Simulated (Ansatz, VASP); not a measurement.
## Al4BSbP2 in VASP and in Ansatz

```
Al B Sb P
1.0
    -2.67776    2.67776    5.84639
     2.67776   -2.67776    5.84639
     2.67776    2.67776   -5.84639
Al B Sb P
4 1 1 2
Cartesian
  1.5956 1.5956 -1.5143
  -1.0821 1.0821 7.3607
  1.0821 1.0821 4.3321
  1.0821 -1.0821 7.3607
  0.0000 0.0000 5.8464
  0.0000 0.0000 0.0000
  0.0000 2.6778 2.9232
  2.6778 0.0000 2.9232
```

Change from the starting cell: species swapped into the Mn2InAgTe4 type (I-42m, No. 121).

Alike in both runs: functional PBE; k mesh 4 × 4 × 4; occupations gaussian, width 0.2 eV; no spin polarisation.

Ansatz relaxed the structure, and its values are those at the end. VASP's run is a single point on that final structure, the one shown.

|  | VASP | Ansatz |
| --- | --- | --- |
| version | VASP 6.6.1 | Ansatz 0.2.0 |
| potentials or method | VASP PAW PBE potentials, release 64 (Al, B, Sb, P), cutoff 520 eV | scalar-relativistic, plane waves, PAW |
| valence electrons in the cell | 30 | 40 |

|  | VASP | Ansatz | Ansatz less VASP |
| --- | --- | --- | --- |
| gap on the k mesh at the Fermi level (eV) | none | none | - |
| pressure (GPa) | -0.1 | -0.1 | +0.01 |
| rms of the force components (eV/Å) | 0.003 | 0.007 | +0.0043 |

A gap of «none» marks a metal or a gap that the smearing closes. The functional is the same, so the differences come from potentials, cutoffs and numerics. VASP's potentials hold 30 valence electrons a cell and Ansatz's 40, so a difference there can come from the potentials and not from the codes.

The k mesh is coarse, so the values compare programs but aren't converged. Neither program's run includes spin-orbit coupling.
